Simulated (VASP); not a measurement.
Ta3Cu: single point with revPBE

The system is Ta3Cu.

```
CELL_PARAMETERS angstrom
-2.00651 2.00651 4.20817
2.00651 -2.00651 4.20817
2.00651 2.00651 -4.20817
ATOMIC_POSITIONS crystal
Ta 0.50000 0.50000 0.00000
Ta 0.25000 0.75000 0.50000
Ta 0.75000 0.25000 0.50000
Cu 0.00000 0.00000 0.00000
```

```yaml
Program: VASP 6.6.1
Task: single point
Functional: revPBE
Potentials_or_basis: VASP PAW PBE potentials, release 64 (Ta_pv, Cu)
Cutoff: 520 eV
k_mesh: 5 × 5 × 5
Occupations: fermi-dirac, width 0.05 eV
Spin: no spin polarisation
Dipole_correction: no
Further_INCAR_settings: ALGO = Normal; EDIFF = 1e-07; NBANDS = 30
```

```
Pressure               : 3.1 GPa
Band gap on the k mesh : zero (band 22 reaches 6.83 eV, above the bottom of band 23 at 5.92 eV)
```

Stress tensor (GPa, compression positive):
```
3.46 0.00 0.00
0.00 3.46 0.00
0.00 0.00 2.31
```

Levels at points of the mesh, in eV from the Fermi level:
```csv
k point,band 19,band 20,band 21,band 22,band 23,band 24,band 25,band 26
"(0.00, 0.00, 0.00)",-1.68,-1.68,-0.22,-0.22,0.02,1.93,2.23,2.44
```

Wall time 94 s on 1 thread of Intel(R) Xeon(R) Platinum 8259CL CPU @ 2.50GHz (Skylake/Cascade Lake) (shared host), peak memory 0.25 GiB.

Caveat: the k points lie up to 0.44 Å⁻¹ apart; the PAW data sets were made with another functional, which shifts forces and pressure a little; spin-orbit coupling is left out, which moves the levels of the heavy elements.
